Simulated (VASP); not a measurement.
A run of VASP 6.6.1 is set up as follows.

POSCAR

```
TeS2
1.0
    0.0000000000      3.2627464991      3.2627464991
    3.2627464991      0.0000000000      3.2627464991
    3.2627464991      3.2627464991      0.0000000000
Te S
1 2
Direct
    0.0000000000      0.0000000000      0.0000000000
    0.2500000000      0.2500000000      0.2500000000
    0.7500000000      0.7500000000      0.7500000000
```

The input INCAR.step1:

```
PREC = Accurate
ENCUT = 520
ISMEAR = 0
SIGMA = 0.1
LREAL = False
LASPH = True
NELM = 100
NBANDS = 16
GGA = PE
ALGO = Normal
EDIFF = 1E-4
LWAVE = True
LCHARG = False
```

INCAR.step2

```
PREC = Accurate
ENCUT = 520
EDIFF = 1E-6
ISMEAR = 0
SIGMA = 0.1
LREAL = False
LASPH = True
NELM = 100
ALGO = Normal
ISIF = 2
LWAVE = False
LCHARG = False
METAGGA = R2SCAN
LMIXTAU = True
NBANDS = 16
ISTART = 1
```

KPOINTS

```
regular mesh
0
Gamma
  12 12 12
```

Potentials or basis: VASP PAW PBE potentials, release 64 (Te, S).

Run with:

```sh
$ cat potpaw_PBE.64/Te/POTCAR potpaw_PBE.64/S/POTCAR > POTCAR
$ cp INCAR.step1 INCAR
$ mpirun -np 1 vasp_std > vasp.out
$ cp INCAR.step2 INCAR
$ mpirun -np 1 vasp_std > vasp.out
```

Task: Predict the band gap on the k mesh.

Result: Zero (bands 9 and 10 overlap by 0.46 eV).

Task: What does it give for the pressure?

Result: -0.2 GPa.

Caveat: the PAW data sets were made with another functional, which shifts forces and pressure a little; spin-orbit coupling is left out, which moves the levels of the heavy elements.
